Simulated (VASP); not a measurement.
Here is a VASP 6.6.1 calculation.

File INCAR:

```
SYSTEM = Cs
ALGO = Normal
EDIFF = 1E-6
ENCUT = 520
GGA = PE
ISIF = 2
ISMEAR = -1
LASPH = .True.
LCHARG = .False.
LREAL = .False.
LWAVE = .False.
NBANDS = 16
NELM = 80
PREC = Accurate
SIGMA = 0.08
```

KPOINTS

```
k-points
0
Gamma
  6 6 6
  0 0 0
```

POSCAR

```
Cs
1.0
    0.0000000000      5.7148403267      5.7148403267
    5.7148403267      0.0000000000      5.7148403267
    5.7148403267      5.7148403267      0.0000000000
Cs
2
Direct
   -0.1250000000     -0.1250000000     -0.1250000000
    0.1250000000      0.1250000000      0.1250000000
```

Potentials or basis: VASP PAW PBE potentials, release 64 (Cs_sv).

Command:

```sh
$ cat potpaw_PBE.64/Cs_sv/POTCAR > POTCAR
$ mpirun -np 1 vasp_std > vasp.out
```

Task: What does it give for the pressure?

Result: 0.0 GPa.

Task: Estimate the band gap on the k mesh.

Result: Zero (band 9 reaches -0.35 eV, above the bottom of band 10 at -0.41 eV).

Caveat: spin-orbit coupling is left out, which moves the levels of the heavy elements.
